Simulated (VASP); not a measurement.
Input of a VASP 6.6.1 run:

INCAR

```
PREC = Accurate
ENCUT = 520
EDIFF = 1E-7
ISMEAR = 0
SIGMA = 0.01
LREAL = False
LASPH = True
NELM = 80
ALGO = Normal
ISIF = 2
LWAVE = False
LCHARG = True
GGA = CA
LELF = True
LVHAR = True
NBANDS = 11
```

The input KPOINTS:

```
regular mesh
0
Gamma
  8 8 8
```

POSCAR

```
Si
1.0
    2.6874740361      2.6874740361      0.0000000000
   -2.6874740361      2.6874740361      0.0000000000
    0.0000000000      2.6874740361      2.7090818675
Si
2
Direct
    0.2500000000      0.7500000000      0.5000000000
    0.0000000000      0.0000000000      0.0000000000
```

Potentials or basis: VASP PAW LDA potentials, release 64 (Si).

Launch:

```console
$ cat potpaw_LDA.64/Si/POTCAR > POTCAR
$ mpirun -np 1 vasp_std > vasp.out
```

(1) What does it give for the pressure?

(2) Estimate the band gap on the k mesh.

Results:

(1) 0.7 GPa.

(2) 0.43 eV, indirect (least direct gap 2.50 eV).

Caveat: the cell differs from its parent crystal (in-plane strain -0.005).
